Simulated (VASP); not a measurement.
# Os: single point with r2SCAN+D3(BJ)

Os:

```
Os
1.0
     2.67829    0.00000    0.00000
    -1.33914    2.31946    0.00000
     0.00000    0.00000    4.23152
Os
2
Direct
  0.66667 0.33333 0.75000
  0.33333 0.66667 0.25000
```

```json
{
  "Program": "VASP 6.6.1",
  "Task": "single point",
  "Functional": "r2SCAN",
  "Dispersion": "D3(BJ)",
  "Potentials or basis": "VASP PAW PBE potentials, release 64 (Os_sv_GW)",
  "Cutoff": "620 eV",
  "k mesh": "11 × 11 × 6",
  "Occupations": "fermi-dirac, width 0.05 eV",
  "Spin": "no spin polarisation",
  "Dipole correction": "no",
  "Further INCAR settings": "ALGO = Normal; EDIFF = 1e-06; NBANDS = 23"
}
```

```json
{
 "Pressure": "27.4 GPa",
 "Band gap on the k mesh": "zero (bands 16 and 17 overlap by 4.48 eV)",
 "Dispersion energy per atom": "-0.327 eV"
}
```

Stress tensor (GPa, compression positive):
```
26.89  0.00  0.00
 0.00 26.89  0.00
 0.00  0.00 28.39
```

Levels at points of the mesh, in eV from the Fermi level:
```
           k point  band 14  band 15  band 16  band 17  band 18  band 19
(0.00, 0.00, 0.00)    -2.45    -2.45    -1.73    -1.73     0.07     1.98
(0.00, 0.00, 0.50)    -3.63    -3.63    -3.63     1.10     1.10     1.10
```

It took 2.1 min on 1 thread of AMD EPYC 9R45 96-Core Processor (Zen 5), with other jobs on the host, peak memory 0.17 GiB.

Caveat: the cell stands under pressure; the PAW data sets were made with another functional, which shifts forces and pressure a little; spin-orbit coupling is left out, which moves the levels of the heavy elements.
